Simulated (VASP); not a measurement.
# SbP (F-43m) in VASP: further runs

Runs on SbP. Level: PBE. Tasks: single point.

All numbers are computed with VASP 6.6.1; they aren't measurements. Logs are shortened: lines on timing, memory, paths and dates and some standing lists are left out, and cuts for length are marked.

## (1) The cell of the first run

The structure is cubic, space group F-43m (No. 216). Conventional cell: a = 5.907 Å, b = 5.907 Å, c = 5.907 Å, α = 90.00°, β = 90.00°, γ = 90.00°. Within 3.4 Å of Sb (site symmetry -43m) lie 4 P at 2.56 Å. Within 3.4 Å of P (site symmetry -43m) lie 4 Sb at 2.56 Å.

## (2) Single point, PBE

INCAR

```
PREC = Accurate
ENCUT = 520
EDIFF = 1E-6
ISMEAR = -1
SIGMA = 0.15
LREAL = False
LASPH = True
NELM = 100
ALGO = Normal
ISIF = 2
LWAVE = False
LCHARG = False
GGA = PE
NBANDS = 12
```

KPOINTS

```
Automatic mesh
0
Gamma
  12 12 12
```

POSCAR

```
SbP
1.0
    0.0000000000      2.9536000000      2.9536000000
    2.9536000000      0.0000000000      2.9536000000
    2.9536000000      2.9536000000      0.0000000000
Sb P
1 1
Direct
    0.0000000000      0.0000000000      0.0000000000
    0.2500000000      0.2500000000      0.2500000000
```

Potentials or basis: VASP PAW PBE potentials, release 64 (Sb, P).

The run is started by

```bash
$ cat potpaw_PBE.64/Sb/POTCAR potpaw_PBE.64/P/POTCAR > POTCAR
$ mpirun -np 1 vasp_std > vasp.out
```

OUTCAR:

```text
PREC = Accurate
   ENCUT = 520
   EDIFF = 1E-6
   ISMEAR = -1
   LREAL = False
   LASPH = True
   NELM = 100
   ISIF = 2
   GGA = PE

 ion  position               nearest neighbor table
   1  0.000  0.000  0.000-   2 2.56   2 2.56   2 2.56   2 2.56
   2  0.250  0.250  0.250-   1 2.56   1 2.56   1 2.56   1 2.56

  LATTYP: Found a face centered cubic cell.
 ALAT       =     5.9072000000

  Lattice vectors:

 A1 = (   0.0000000000,   2.9536000000,   2.9536000000)
 A2 = (   2.9536000000,   0.0000000000,   2.9536000000)
 A3 = (   2.9536000000,   2.9536000000,   0.0000000000)

Analysis of symmetry for initial positions (statically):
=====================================================================
 Subroutine PRICEL returns:
 Original cell was already a primitive cell.

 Routine SETGRP: Setting up the symmetry group for a
 face centered cubic supercell.

 Subroutine GETGRP returns: Found 24 space group operations
 (whereof 24 operations were pure point group operations)
 out of a pool of 48 trial point group operations.

The static configuration has the point symmetry T_d .

Analysis of symmetry for dynamics (positions and initial velocities):
=====================================================================
 Subroutine PRICEL returns:
 Original cell was already a primitive cell.

 Routine SETGRP: Setting up the symmetry group for a
 face centered cubic supercell.

 Subroutine GETGRP returns: Found 24 space group operations
 (whereof 24 operations were pure point group operations)
 out of a pool of 48 trial point group operations.

The dynamic configuration has the point symmetry T_d .

 Subroutine INISYM returns: Found 24 space group operations
 (whereof 24 operations are pure point group operations),
 and found     1 'primitive' translations

----------------------------------------------------------------------------------------

                                     Primitive cell

  volume of cell :      51.5330

  direct lattice vectors                    reciprocal lattice vectors
     0.000000000  2.953600000  2.953600000    -0.169284940  0.169284940  0.169284940
     2.953600000  0.000000000  2.953600000     0.169284940 -0.169284940  0.169284940
     2.953600000  2.953600000  0.000000000     0.169284940  0.169284940 -0.169284940

  length of vectors
     4.177021178  4.177021178  4.177021178     0.293210118  0.293210118  0.293210118

  position of ions in fractional coordinates (direct lattice)
     0.000000000  0.000000000  0.000000000
     0.250000000  0.250000000  0.250000000

[... 79 lines left out ...]
   NSW    =      0    number of steps for IOM
   IBRION =     -1    ionic relax: 0-MD 1-quasi-New 2-CG
   NFREE  =      0    steps in history (QN), initial steepest desc. (CG)
   ISIF   =      2    stress and relaxation
   ISYM   =      2    0-nonsym 1-usesym 2-fastsym
   POTIM  = 0.5000    time-step for ionic-motion
   TEBEG  =    0.0;   TEEND  =   0.0 temperature during run
   PSTRESS=    0.0 pullay stress
   NELECT =      10.0000    total number of electrons
   NUPDOWN=      -1.0000    fix difference up-down
   EMIN   =  10.00;   EMAX   =-10.00  energy-range for DOS
   EFERMI =   0.00;   METHOD = LEGACY
   ISMEAR =    -1;   SIGMA  =   0.15  broadening in eV -4-tet -1-fermi 0-gaus
   EFERMI_NEDOS =   21; number of points for ismear=-14 and -15
   IALGO  =     38    algorithm
   IMIX   =      4    mixing-type and parameters
     AMIX     =   0.40;   BMIX     =  1.00
     AMIX_MAG =   1.60;   BMIX_MAG =  1.00
  volume/ion in A,a.u.               =      25.77       173.88
  Fermi-wavevector in a.u.,A,eV,Ry     =   0.947792  1.791068 12.222252  0.898310
  Thomas-Fermi vector in A             =   2.075919
   LORBIT       =      0    0 simple, 1 ext, 2 COOP (PROOUT), +10 PAW based schemes
   GGA     = PE    functional components
   LHFCALC =     F    Hartree Fock is set to
   AEXX    =    0.0000 exact exchange contribution
   IVDW    =     0    specifies the selected vdW correction
   LEPSILON=     F    determine dielectric tensor
   LRPA    =     F    only Hartree local field effects (RPA)
 non-spin polarized calculation
  energy-cutoff  :      520.00
  volume of cell :       51.53
 maximum number of plane-waves:      1411
   NGX = 15   NGY = 15   NGZ = 15

 number of electron      10.0000000 magnetization

 Free energy of the ion-electron system (eV)
  ---------------------------------------------------
  ext. energy  EPLUGINS =         0.00000000
  ---------------------------------------------------
  free energy    TOTEN  =        -8.31839688 eV

  energy without entropy =       -8.24316408  energy(sigma->0) =       -8.28078048

 E-fermi :   6.7437     XC(G=0):  -9.3467

 val. band max:        6.6714309214   @ k =   0.3333   0.2500   0.0000
 cond. band min:       6.8334435389   @ k =   0.2500   0.1667   0.0833
 fundamental gap:      0.1620126175
 Fermi energy:         6.7436703425

 k-point     1 :       0.0000    0.0000    0.0000
  band No.  band energies     occupation
      1      -7.4913      2.00000
      2       2.9135      2.00000
      3       4.0379      2.00000
      4       4.0379      2.00000
      5       4.0379      2.00000
      6       7.0769      0.19570
      7       7.0769      0.19570
      8       7.0769      0.19570
      9      11.6637      0.00000
     10      13.4262      0.00000
     11      13.4262      0.00000
     12      15.4431      0.00000
[... 331 lines left out ...]
 k-point    24 :      -0.4167    0.1667    0.0000
  band No.  band energies     occupation
      1      -5.5912      2.00000
      2      -2.7121      2.00000
      3       1.5777      2.00000
      4       2.7325      2.00000
      5       5.7632      1.99711
      6       8.2396      0.00009
      7       8.9583      0.00000
      8      10.9055      0.00000
      9      12.8492      0.00000
     10      13.6076      0.00000
     11      14.8037      0.00000
     12      15.9170      0.00000

 [... further k-points ...]
[... 5 lines left out ...]
  --------------------------------------------------------------------------------------
  -------------------------------------------------------------------------------------
  Total        3.8218540      3.8218540      3.8218540     -0.0000000     -0.0000000     -0.0000000
  in kB      118.8227618    118.8227618    118.8227618     -0.0000000     -0.0000000     -0.0000000
  external PRESSURE =     118.8227618 kB  Pullay stress =       0.0000000 kB

 VOLUME and BASIS-vectors are now :
 -----------------------------------------------------------------------------
  energy-cutoff  :      520.00
  volume of cell :       51.53
      direct lattice vectors                 reciprocal lattice vectors
     0.000000000  2.953600000  2.953600000    -0.169284940  0.169284940  0.169284940
     2.953600000  0.000000000  2.953600000     0.169284940 -0.169284940  0.169284940
     2.953600000  2.953600000  0.000000000     0.169284940  0.169284940 -0.169284940

 POSITION                                       TOTAL-FORCE (eV/Angst)
 -----------------------------------------------------------------------------------
      0.00000      0.00000      0.00000         0.000000      0.000000      0.000000
      1.47680      1.47680      1.47680        -0.000000     -0.000000     -0.000000
 -----------------------------------------------------------------------------------
    total drift:                                0.000000      0.000000      0.000000

  FREE ENERGIE OF THE ION-ELECTRON SYSTEM (eV)
  ---------------------------------------------------
  free  energy   TOTEN  =        -8.3183968827 eV

  energy  without entropy=       -8.2431640814  energy(sigma->0) =       -8.28078048
```

OSZICAR:

```text
N       E                     dE             d eps       ncg     rms          rms(c)
DAV:   1     0.296903625262E+02    0.29690E+02   -0.38158E+03  1728   0.655E+02
DAV:   2    -0.655821053651E+01   -0.36249E+02   -0.35076E+02  2260   0.112E+02
DAV:   3    -0.851787636525E+01   -0.19597E+01   -0.19385E+01  2164   0.265E+01
DAV:   4    -0.853650934907E+01   -0.18633E-01   -0.18626E-01  2028   0.315E+00
DAV:   5    -0.853675218139E+01   -0.24283E-03   -0.24283E-03  2140   0.371E-01    0.575E+00
DAV:   6    -0.833352409340E+01    0.20323E+00   -0.65458E-01  1944   0.289E+00    0.359E+00
DAV:   7    -0.832139779977E+01    0.12126E-01   -0.85163E-02  2168   0.134E+00    0.145E+00
DAV:   8    -0.831844309628E+01    0.29547E-02   -0.80563E-03  1824   0.448E-01    0.225E-01
DAV:   9    -0.831839096647E+01    0.52130E-04   -0.95975E-04  2152   0.172E-01    0.494E-02
DAV:  10    -0.831839516218E+01   -0.41957E-05   -0.64700E-05  1908   0.453E-02    0.236E-02
DAV:  11    -0.831839672067E+01   -0.15585E-05   -0.14091E-05  2024   0.182E-02    0.518E-03
DAV:  12    -0.831839688267E+01   -0.16201E-06   -0.12435E-06  1144   0.584E-03
   1 F= -.83183969E+01 E0= -.82807805E+01  d E =-.752328E-01
```

stdout:

```text
POSCAR found type information on POSCAR SbP
 POSCAR found :  2 types and       2 ions
 scaLAPACK will be used
 LDA part: xc-table for (Slater+PW92), standard interpolation
 POSCAR, INCAR and KPOINTS ok, starting setup
 FFT: planning ... GRIDC
 FFT: planning ... GRID_SOFT
 FFT: planning ... GRID
 WAVECAR not read
 entering main loop
```

Run time: 24 s. Hardware: 1 thread of AMD EPYC 7R13 (Zen 3), shared host; peak memory 0.17 GiB.

What came out:

```yaml
Free_energy: -8.3184 eV
Pressure: 11.9 GPa
Band_gap_on_the_k_mesh: zero (band 5 reaches 7.78 eV, above the bottom of band 6 at 5.82 eV)
```

Levels at points of the mesh, in eV from the Fermi level:
| k point | band 2 | band 3 | band 4 | band 5 | band 6 | band 7 | band 8 | band 9 |
| --- | --- | --- | --- | --- | --- | --- | --- | --- |
| (0.00, 0.00, 0.00) | -3.83 | -2.71 | -2.71 | -2.71 | 0.33 | 0.33 | 0.33 | 4.92 |
| (0.50, 0.00, 0.00) | -9.38 | -3.75 | -3.75 | -2.39 | 1.51 | 1.51 | 4.72 | 6.82 |
| (0.50, 0.50, 0.00) | -10.48 | -4.99 | -4.99 | -1.18 | -0.92 | 5.68 | 5.68 | 6.70 |

Caveat: spin-orbit coupling is left out, which moves the levels of the heavy elements.

## (3) Single point, PBE

This run uses another cell than the first one, of 34.46 Å³/atom, 1.337 times its volume.

INCAR

```
SYSTEM = SbP
ALGO = Normal
EDIFF = 1E-7
ENCUT = 520
GGA = PE
ISIF = 2
ISMEAR = -1
LASPH = .TRUE.
LCHARG = .FALSE.
LREAL = .FALSE.
LWAVE = .FALSE.
NBANDS = 12
NELM = 100
PREC = Accurate
SIGMA = 0.15
```

KPOINTS

```
k-points
0
G
  12 12 12
  0 0 0
```

POSCAR

```
SbP
1.0
    0.0000000000      3.2542000000      3.2542000000
    3.2542000000      0.0000000000      3.2542000000
    3.2542000000      3.2542000000      0.0000000000
Sb P
1 1
Direct
    0.0000000000      0.0000000000      0.0000000000
    0.2500000000      0.2500000000      0.2500000000
```

Potentials or basis: VASP PAW PBE potentials, release 64 (Sb, P).

The run is started by

```bash
$ cat potpaw_PBE.64/Sb/POTCAR potpaw_PBE.64/P/POTCAR > POTCAR
$ mpirun -np 1 vasp_std > vasp.out
```

Run time: 51 s. Hardware: 1 thread of AMD EPYC 7R13 (Zen 3), shared host; peak memory 0.21 GiB.

Results (log left out):

```
Free energy            : -8.6044 eV
Pressure               : -3.3 GPa
Band gap on the k mesh : zero (band 5 reaches 4.25 eV, above the bottom of band 6 at 3.22 eV)
```

Levels at points of the mesh, in eV from the Fermi level:
```
           k point  band 1  band 2  band 3  band 4  band 5  band 6  band 7  band 8  band 9  band 10
(0.00, 0.00, 0.00)  -12.08   -5.37   -1.97   -1.97   -1.97    0.62    0.62    0.62    4.70     6.84
(0.50, 0.00, 0.00)  -10.93   -8.32   -2.73   -2.73   -2.33    1.65    1.65    3.77    6.45     7.07
(0.50, 0.50, 0.00)  -10.02   -9.36   -3.61   -3.61   -0.54   -0.48    4.21    4.21    5.90     7.20
```

Caveat: spin-orbit coupling is left out, which moves the levels of the heavy elements.
